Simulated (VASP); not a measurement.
Input of a VASP 6.6.1 run:

Contents of INCAR:

```
SYSTEM = Sb
ALGO = Normal
DIPOL = 0.5 0.5 0.289
EDIFF = 1E-6
ENCUT = 400
GGA = PE
GGA_COMPAT = .FALSE.
IDIPOL = 3
ISIF = 2
ISMEAR = 0
IVDW = 12
LASPH = .TRUE.
LCHARG = .FALSE.
LDIPOL = .TRUE.
LREAL = .FALSE.
LWAVE = .FALSE.
NBANDS = 12
NELM = 120
NELMDL = -8
PREC = Accurate
SIGMA = 0.03
```

File KPOINTS:

```
k-points
0
G
  12 12 1
  0 0 0
```

POSCAR

```
Sb
1.0
    4.0685005362      0.0000000000      0.0000000000
   -2.0342502681      3.5234248197      0.0000000000
    0.0000000000      0.0000000000     27.1000000030
Sb
2
Direct
    0.3333333333      0.6666666667      0.2583030261
    0.6666666667      0.3333333333      0.3191877488
```

Potentials or basis: VASP PAW PBE potentials, release 64 (Sb).

The run is started by

```sh
$ cat potpaw_PBE.64/Sb/POTCAR > POTCAR
$ mpirun -np 1 vasp_std > vasp.out
```

(1) What does it give for the dispersion energy per atom?

(2) Estimate the largest force.

(3) Estimate the band gap on the k mesh.

Results:

(1) -0.237 eV.

(2) 0.091 eV/Å.

(3) 1.19 eV, indirect (least direct gap 1.64 eV).

Caveat: spin-orbit coupling is left out, which moves the levels of the heavy elements.
